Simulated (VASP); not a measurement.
Wanted: the native input for a VASP 6.6.1 run.

```
Task                   : single point
Functional             : PBE
Potentials or basis    : VASP PAW PBE potentials, release 64 (Ta_pv, Si)
Cutoff                 : 520 eV
k mesh                 : 8 × 8 × 8
Occupations            : gaussian, width 0.2 eV
Spin                   : no spin polarisation
Dipole correction      : no
Further INCAR settings : ALGO = Normal; EDIFF = 1e-07; NBANDS = 16
```

The structure of TaSi2 lies in POSCAR:

```
TaSi2
1.0
   -1.6422717182      1.6422717182      4.1065697599
    1.6422717182     -1.6422717182      4.1065697599
    1.6422717182      1.6422717182     -4.1065697599
Ta Si
1 2
Direct
    0.0000000000      0.0000000000      0.0000000000
    0.3321484918      0.3321484918      0.0000000000
    0.6678515082      0.6678515082      0.0000000000
```

These files were run (other wordings do the same):

INCAR

```
ALGO = Normal
EDIFF = 1E-7
ENCUT = 520
GGA = PE
ISIF = 2
ISMEAR = 0
LASPH = True
LCHARG = False
LREAL = False
LWAVE = False
NBANDS = 16
NELM = 60
PREC = Accurate
SIGMA = 0.2
```

KPOINTS

```
k-points
0
Gamma
  8 8 8
```

Potentials or basis: VASP PAW PBE potentials, release 64 (Ta_pv, Si).

The run is started by

```sh
$ cat potpaw_PBE.64/Ta_pv/POTCAR potpaw_PBE.64/Si/POTCAR > POTCAR
$ mpirun -np 1 vasp_std > vasp.out
```

It gave:

| Property | Result |
| --- | --- |
| Pressure | 0.0 GPa |
| Largest force | 0.075 eV/Å |
| Band gap on the k mesh | zero (an odd number of electrons rules out a gap without spin polarisation) |

Caveat: spin-orbit coupling is left out, which moves the levels of the heavy elements.

Run time: 54 s on 1 thread of Intel(R) Xeon(R) 6975P-C (Granite Rapids), on a shared host, peak memory 0.22 GiB.
